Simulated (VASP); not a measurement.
# TaN (P-62m) in VASP: a series of runs

TaN is run at these levels: PBEsol; tasks: single point.

Program: VASP 6.6.1. These are calculated values, not measurements. Logs are shortened: lines on timing, memory, paths and dates and some standing lists are left out, and cuts for length are marked.

**1. The cell of the first run**

Symmetry: P-62m, No. 189, hexagonal system. The conventional cell has a = 5.239 Å, b = 5.239 Å, c = 2.935 Å, α = 90.00°, β = 90.00°, γ = 120.00°. Ta (site symmetry -6) has 6 N at 2.18 Å within 2.9 Å. Ta (site symmetry -62m) has 3 N at 2.06 Å within 2.7 Å. Within 2.7 Å of N (site symmetry m2m) lie 5 Ta at 2.06 to 2.18 Å.

**2. Single point, PBEsol**

INCAR

```
SYSTEM = TaN
ALGO = Normal
EDIFF = 1E-6
ENCUT = 520
GGA = PS
ISIF = 2
ISMEAR = -1
LASPH = .True.
LCHARG = .False.
LREAL = .False.
LWAVE = .False.
NBANDS = 33
NELM = 100
PREC = Accurate
SIGMA = 0.05
```

KPOINTS

```
k-points
0
Gamma
  5 5 8
  0 0 0
```

POSCAR

```
TaN
1.0
    5.2389440962      0.0000000000      0.0000000000
   -2.6194720481      4.5370586783      0.0000000000
    0.0000000000      0.0000000000      2.9350589423
Ta N
3 3
Direct
    0.3333333333      0.6666666667      0.5000000000
    0.6666666667      0.3333333333      0.5000000000
    0.0000000000      0.0000000000      0.0000000000
    0.3928500000      0.0000000000      0.0000000000
    0.6071500000      0.6071500000      0.0000000000
    0.0000000000      0.3928500000      0.0000000000
```

Potentials or basis: VASP PAW PBE potentials, release 64 (Ta_pv, N).

On the command line:

```
$ cat potpaw_PBE.64/Ta_pv/POTCAR potpaw_PBE.64/N/POTCAR > POTCAR
$ mpirun -np 1 vasp_std > vasp.out
```

OUTCAR:

```text
SYSTEM = TaN
   EDIFF = 1E-6
   ENCUT = 520
   GGA = PS
   ISIF = 2
   ISMEAR = -1
   LASPH = .True.
   LREAL = .False.
   NELM = 100
   PREC = Accurate

 ion  position               nearest neighbor table
   1  0.333  0.667  0.500-   5 2.18   5 2.18   6 2.18   6 2.18   4 2.18   4 2.18   2 3.02   2 3.02
                             2 3.02   3 3.36   3 3.36   3 3.36   3 3.36   3 3.36   3 3.36
   2  0.667  0.333  0.500-   6 2.18   6 2.18   4 2.18   4 2.18   5 2.18   5 2.18   1 3.02   1 3.02
                             1 3.02   3 3.36   3 3.36   3 3.36   3 3.36   3 3.36   3 3.36
   3  0.000  0.000  0.000-   4 2.06   5 2.06   6 2.06   2 3.36   1 3.36   1 3.36   2 3.36   2 3.36
                             2 3.36   1 3.36   1 3.36   2 3.36   2 3.36   1 3.36   1 3.36
   4  0.393  0.000  0.000-   3 2.06   1 2.18   1 2.18   2 2.18   2 2.18
   5  0.607  0.607  0.000-   3 2.06   1 2.18   1 2.18   2 2.18   2 2.18
   6  0.000  0.393  0.000-   3 2.06   2 2.18   2 2.18   1 2.18   1 2.18

  LATTYP: Found a hexagonal cell.
 ALAT       =     5.2389440962
 C/A-ratio  =     0.5602386451

  Lattice vectors:

 A1 = (   5.2389440962,   0.0000000000,   0.0000000000)
 A2 = (  -2.6194720481,   4.5370586783,   0.0000000000)
 A3 = (   0.0000000000,   0.0000000000,   2.9350589423)

Analysis of symmetry for initial positions (statically):
=====================================================================
 Subroutine PRICEL returns:
 Original cell was already a primitive cell.

 Routine SETGRP: Setting up the symmetry group for a
 hexagonal supercell.

 Subroutine GETGRP returns: Found 12 space group operations
 (whereof 12 operations were pure point group operations)
 out of a pool of 24 trial point group operations.

The static configuration has the point symmetry D_3h.

Analysis of symmetry for dynamics (positions and initial velocities):
=====================================================================
 Subroutine PRICEL returns:
 Original cell was already a primitive cell.

 Routine SETGRP: Setting up the symmetry group for a
 hexagonal supercell.

 Subroutine GETGRP returns: Found 12 space group operations
 (whereof 12 operations were pure point group operations)
 out of a pool of 24 trial point group operations.

The dynamic configuration has the point symmetry D_3h.

 Subroutine INISYM returns: Found 12 space group operations
 (whereof 12 operations are pure point group operations),
 and found     1 'primitive' translations

----------------------------------------------------------------------------------------

                                     Primitive cell

  volume of cell :      69.7646

  direct lattice vectors                    reciprocal lattice vectors
     5.238944096  0.000000000  0.000000000     0.190878158  0.110203556  0.000000000
    -2.619472048  4.537058678  0.000000000     0.000000000  0.220407112  0.000000000
     0.000000000  0.000000000  2.935058942     0.000000000  0.000000000  0.340708660

  length of vectors
     5.238944096  5.238944098  2.935058942     0.220407112  0.220407112  0.340708660

  position of ions in fractional coordinates (direct lattice)
     0.333333333  0.666666667  0.500000000
     0.666666667  0.333333333  0.500000000
     0.000000000  0.000000000  0.000000000
     0.392850000  0.000000000  0.000000000
     0.607150000  0.607150000  0.000000000
     0.000000000  0.392850000  0.000000000

  ion indices of the primitive-cell ions
   primitive index   ion index
                 1           1
                 2           2
                 3           3
                 4           4
                 5           5
                 6           6

----------------------------------------------------------------------------------------

 KPOINTS: k-points

Automatic generation of k-mesh.
 Grid dimensions read from file:
 generate k-points for:    5    5    8

 Generating k-lattice:

  Cartesian coordinates                     Fractional coordinates (reciprocal lattice)
     0.038175632  0.022040711  0.000000000     0.200000000 -0.000000000  0.000000000
     0.000000000  0.044081422  0.000000000     0.000000000  0.200000000  0.000000000
     0.000000000  0.000000000  0.042588583     0.000000000  0.000000000  0.125000000

  Length of vectors
     0.044081422  0.044081422  0.042588583

  Shift w.r.t. Gamma in fractional coordinates (k-lattice)
     0.000000000  0.000000000  0.000000000

 Subroutine IBZKPT returns following result:
 ===========================================

 Found     25 irreducible k-points:

 Following reciprocal coordinates:
            Coordinates               Weight
  0.000000  0.000000  0.000000      1.000000
  0.200000  0.000000  0.000000      6.000000
  0.400000  0.000000  0.000000      6.000000
  0.200000  0.200000  0.000000      6.000000
  0.400000  0.200000  0.000000      6.000000
  0.000000  0.000000  0.125000      2.000000
[... 16 lines left out ...]
  0.400000  0.000000  0.500000      6.000000
  0.200000  0.200000  0.500000      6.000000
   k-points           NKPTS =     25   k-points in BZ     NKDIM =     25   number of bands    NBANDS=     33
   number of dos      NEDOS =    301   number of ions     NIONS =      6
   total plane-waves  NPLWV =  38400
   dimension x,y,z NGX =    40 NGY =   40 NGZ =   24
   dimension x,y,z NGXF=    80 NGYF=   80 NGZF=   48
   ions per type =               3   3
   NGX,Y,Z   is equivalent  to a cutoff of  12.69, 12.69, 13.59 a.u.
   NGXF,Y,Z  is equivalent  to a cutoff of  25.39, 25.39, 27.19 a.u.
 SYSTEM =  TaN
   PREC   = accura    normal or accurate (medium, high low for compatibility)
   ISTART =      0    job   : 0-new  1-cont  2-samecut
   ICHARG =      2    charge: 1-file 2-atom 10-const
   ISPIN  =      1    spin polarized calculation?
   LNONCOLLINEAR =      F non collinear calculations
   LSORBIT =      F    spin-orbit coupling
   LASPH  =      T    aspherical Exc in radial PAW
   ENCUT  =  520.0 eV  38.22 Ry    6.18 a.u.   9.74  9.74  5.46*2*pi/ulx,y,z
   NELM   =    100;   NELMIN=  2; NELMDL= -5     # of ELM steps
   EDIFF  = 0.1E-05   stopping-criterion for ELM
   LREAL  =      F    real-space projection
   EDIFFG = 0.1E-04   stopping-criterion for IOM
   NSW    =      0    number of steps for IOM
   IBRION =     -1    ionic relax: 0-MD 1-quasi-New 2-CG
   NFREE  =      0    steps in history (QN), initial steepest desc. (CG)
   ISIF   =      2    stress and relaxation
   ISYM   =      2    0-nonsym 1-usesym 2-fastsym
   POTIM  = 0.5000    time-step for ionic-motion
   TEBEG  =    0.0;   TEEND  =   0.0 temperature during run
   PSTRESS=    0.0 pullay stress
   NELECT =      48.0000    total number of electrons
   NUPDOWN=      -1.0000    fix difference up-down
   EMIN   =  10.00;   EMAX   =-10.00  energy-range for DOS
   EFERMI =   0.00;   METHOD = LEGACY
   ISMEAR =    -1;   SIGMA  =   0.05  broadening in eV -4-tet -1-fermi 0-gaus
   EFERMI_NEDOS =   21; number of points for ismear=-14 and -15
   IALGO  =     38    algorithm
   IMIX   =      4    mixing-type and parameters
     AMIX     =   0.40;   BMIX     =  1.00
     AMIX_MAG =   1.60;   BMIX_MAG =  1.00
  volume/ion in A,a.u.               =      11.63        78.47
  Fermi-wavevector in a.u.,A,eV,Ry     =   1.445252  2.731130 28.419215  2.088753
  Thomas-Fermi vector in A             =   2.563455
   LORBIT       =      0    0 simple, 1 ext, 2 COOP (PROOUT), +10 PAW based schemes
   GGA     = PS    functional components
   LHFCALC =     F    Hartree Fock is set to
   AEXX    =    0.0000 exact exchange contribution
   IVDW    =     0    specifies the selected vdW correction
   LEPSILON=     F    determine dielectric tensor
   LRPA    =     F    only Hartree local field effects (RPA)
 non-spin polarized calculation
  energy-cutoff  :      520.00
  volume of cell :       69.76
 maximum number of plane-waves:      1895
 NGX is ok and might be reduce to    40
   NGX = 19   NGY = 19   NGZ = 11

 number of electron      48.0000002 magnetization

 Free energy of the ion-electron system (eV)
  ---------------------------------------------------
  ext. energy  EPLUGINS =         0.00000000
  ---------------------------------------------------
  free energy    TOTEN  =       -71.37168455 eV

  energy without entropy =      -71.36314624  energy(sigma->0) =      -71.36741539

 E-fermi :   8.0804     XC(G=0): -13.0290

 val. band max:        7.8331268472   @ k =   0.2000   0.0000   0.1250
 cond. band min:       8.1319071236   @ k =   0.2000   0.0000   0.2500
 fundamental gap:      0.2987802765
 Fermi energy:         8.0803579385

 k-point     1 :       0.0000    0.0000    0.0000
  band No.  band energies     occupation
      1     -28.2695      2.00000
      2     -28.2695      2.00000
      3     -27.9382      2.00000
      4     -27.9382      2.00000
      5     -27.7819      2.00000
      6     -27.6844      2.00000
[... 25 lines left out ...]
     32      10.9730      0.00000
     33      10.9730      0.00000

 k-point     2 :       0.2000    0.0000    0.0000
  band No.  band energies     occupation
      1     -28.2961      2.00000
      2     -28.2568      2.00000
      3     -27.9245      2.00000
      4     -27.9044      2.00000
      5     -27.7733      2.00000
      6     -27.6924      2.00000
[... 25 lines left out ...]
     32      11.1001      0.00000
     33      11.2517      0.00000
[... 754 lines left out ...]
     32      12.7389      0.00000
     33      13.0731      0.00000

 k-point    24 :       0.2000    0.2000    0.5000
  band No.  band energies     occupation
      1     -28.5377      2.00000
      2     -28.4333      2.00000
      3     -28.1685      2.00000
      4     -28.0644      2.00000
      5     -27.8724      2.00000
      6     -27.7608      2.00000
[... 25 lines left out ...]
     32      12.6066      0.00000
     33      12.9861      0.00000

 [... further k-points ...]

------------------------ aborting loop because EDIFF is reached ----------------------------------------

  FORCE on cell =-STRESS in cart. coord.  units (eV):
  Direction    XX          YY          ZZ          XY          YZ          ZX
  --------------------------------------------------------------------------------------
  -------------------------------------------------------------------------------------
  Total       -4.2403651     -4.2403651     -5.2460075      0.0000000     -0.0000000      0.0000000
  in kB      -97.3820343    -97.3820344   -120.4770994      0.0000000     -0.0000000      0.0000000
  external PRESSURE =    -105.0803894 kB  Pullay stress =       0.0000000 kB

 VOLUME and BASIS-vectors are now :
 -----------------------------------------------------------------------------
  energy-cutoff  :      520.00
  volume of cell :       69.76
      direct lattice vectors                 reciprocal lattice vectors
     5.238944096  0.000000000  0.000000000     0.190878158  0.110203556  0.000000000
    -2.619472048  4.537058678  0.000000000     0.000000000  0.220407112  0.000000000
     0.000000000  0.000000000  2.935058942     0.000000000  0.000000000  0.340708660

 POSITION                                       TOTAL-FORCE (eV/Angst)
 -----------------------------------------------------------------------------------
     -0.00000      3.02471      1.46753         0.000000      0.000000     -0.000000
      2.61947      1.51235      1.46753         0.000000      0.000000     -0.000000
      0.00000      0.00000      0.00000         0.000000      0.000000     -0.000000
      2.05812      0.00000      0.00000        -0.109712     -0.000000      0.000000
      1.59041      2.75468      0.00000         0.054856      0.095013     -0.000000
     -1.02906      1.78238      0.00000         0.054856     -0.095013     -0.000000
 -----------------------------------------------------------------------------------
    total drift:                               -0.000001     -0.000003      0.000000

  FREE ENERGIE OF THE ION-ELECTRON SYSTEM (eV)
  ---------------------------------------------------
  free  energy   TOTEN  =       -71.3716845539 eV

  energy  without entropy=      -71.3631462351  energy(sigma->0) =      -71.36741539
```

Run time: 26 s. Hardware: 1 thread of Intel Xeon 6975P-C (Granite Rapids), shared host; peak memory 0.21 GiB.

What came out:

```yaml
Free_energy: -71.3717 eV
Pressure: -10.5 GPa
Largest_force: 0.110 eV/Å
Band_gap_on_the_k_mesh: zero (band 24 reaches 9.76 eV, above the bottom of band 25 at 6.72 eV)
```

Forces on the atoms (eV/Å):
```
Ta   0.000  0.000  0.000
Ta   0.000  0.000  0.000
Ta   0.000  0.000  0.000
N   -0.110  0.000  0.000
N    0.055  0.095  0.000
N    0.055 -0.095  0.000
```

Caveat: the PAW data sets were made with another functional, which shifts forces and pressure a little; spin-orbit coupling is left out, which moves the levels of the heavy elements.

**3. Single point, PBEsol**

This run uses another cell than the first one, of 11.91 Å³/atom, 1.024 times its volume.

INCAR

```
  PREC = Accurate
  ENCUT = 520
  EDIFF = 1E-7
  ISMEAR = -1
  SIGMA = 0.05
  LREAL = F
  LASPH = T
  NELM = 80
  ALGO = Normal
  ISIF = 2
  LWAVE = F
  LCHARG = T
  GGA = PS
  LELF = T
  LVHAR = T
  NBANDS = 33
```

KPOINTS

```
regular mesh
0
Gamma
  5 5 8
```

POSCAR: that of step 2 with these lines changed.

```diff
@@ -2,5 +2,5 @@
 1.0
-    5.2389440962      0.0000000000      0.0000000000
-   -2.6194720481      4.5370586783      0.0000000000
-    0.0000000000      0.0000000000      2.9350589423
+    5.2811954700      0.0000000000      0.0000000000
+   -2.6405977350      4.5736494413      0.0000000000
+    0.0000000000      0.0000000000      2.9587297947
 Ta N
```

Potentials or basis: VASP PAW PBE potentials, release 64 (Ta_pv, N).

On the command line:

```
$ cat potpaw_PBE.64/Ta_pv/POTCAR potpaw_PBE.64/N/POTCAR > POTCAR
$ mpirun -np 1 vasp_std > vasp.out
```

Wall time 30 s (1 thread of Intel Xeon 6975P-C (Granite Rapids), shared host); peak memory 0.21 GiB.

Results (log left out):

```yaml
Free_energy: -71.2255 eV
Pressure: -17.1 GPa
Largest_force: 0.205 eV/Å
Band_gap_on_the_k_mesh: zero (band 24 reaches 9.44 eV, above the bottom of band 25 at 6.48 eV)
```

Forces in eV/Å, atoms in the order of the input:
```
Ta   0.000  0.000  0.000
Ta   0.000  0.000  0.000
Ta   0.000  0.000  0.000
N   -0.205  0.000  0.000
N    0.103  0.178  0.000
N    0.103 -0.178  0.000
```

Stress tensor (GPa, compression positive):
```
-16.26   0.00   0.00
  0.00 -16.26   0.00
  0.00   0.00 -18.86
```

Levels at points of the mesh, in eV from the Fermi level:
```csv
k point,band 20,band 21,band 22,band 23,band 24,band 25,band 26,band 27,band 28,band 29
"(0.00, 0.00, 0.00)",-4.96,-4.22,-3.39,-2.01,-1.01,-1.01,0.38,0.38,1.55,1.60
"(0.00, 0.00, 0.50)",-4.44,-4.37,-2.88,-2.88,1.63,1.63,1.73,1.87,1.87,2.91
```

Caveat: the PAW data sets were made with another functional, which shifts forces and pressure a little; spin-orbit coupling is left out, which moves the levels of the heavy elements.

(Part 1 of 2 ends here.)
